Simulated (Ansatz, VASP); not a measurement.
## Two plane-wave programs on GaP

Contents of INCAR:

```
SYSTEM = GaP
ALGO = Normal ; EDIFF = 1E-7
ENCUT = 520 ; GGA = PE
ISIF = 2 ; ISMEAR = 0
LASPH = .TRUE. ; LCHARG = .TRUE.
LELF = .TRUE. ; LREAL = .FALSE.
LVHAR = .TRUE. ; LWAVE = .FALSE.
NBANDS = 26 ; NELM = 60
PREC = Accurate ; SIGMA = 0.1
```

Contents of KPOINTS:

```
k-points
0
G
  6 6 4
  0 0 0
```

The input POSCAR:

```
GaP
1.0
    3.4888545400      0.0000000000      0.0000000000
   -1.7444272700      3.0214366600      0.0000000000
    0.0000000000      0.0000000000      7.4032798500
Ga P
2 2
Direct
    0.3333333300      0.6666666700      0.5000000000
    0.6666666700      0.3333333300      0.5000000000
    0.0000000000      0.0000000000      0.3076904100
    0.0000000000      0.0000000000      0.6923095900
```

Input for Ansatz:

```yaml
crystal:
  lattice:
    - [3.48885454, 0.0, 0.0]
    - [-1.74442727, 3.02143666, 0.0]
    - [0.0, 0.0, 7.40327985]
  atoms:
    - { symbol: Ga, position: [0.33333333, 0.66666667, 0.5] }
    - { symbol: Ga, position: [0.66666667, 0.33333333, 0.5] }
    - { symbol: P, position: [0.0, 0.0, 0.30769041] }
    - { symbol: P, position: [0.0, 0.0, 0.69230959] }
basis:
  ecutwfc: 420
kpoints:
  mp_grid: { grid: [6, 6, 4] }
hamiltonian:
  xc: pbe
scf:
  occupations: { method: gaussian, width: 0.1 }
  lower_state_search: "off"
output:
  forces: true
  stress: true
  eigenvalues: true
```

Alike in both runs: task single point; functional PBE; k mesh 6 × 6 × 4; occupations gaussian, width 0.1 eV; no spin polarisation.

|  | VASP | Ansatz |
| --- | --- | --- |
| version | VASP 6.6.1 | Ansatz 0.2.0 |
| potentials or method | VASP PAW PBE potentials, release 64 (Ga_d, P), cutoff 520 eV | scalar-relativistic, plane waves, PAW |
| valence electrons in the cell | 36 | 36 |

|  | VASP | Ansatz | Ansatz less VASP |
| --- | --- | --- | --- |
| gap on the k mesh at the Fermi level (eV) | none | none | - |
| rms of the force components (eV/Å) | 1.432 | 1.432 | +0.0004 |

Atom by atom the forces differ by 0.000 eV/Å (rms over components). A gap of «none» marks a metal or a gap that the smearing closes.
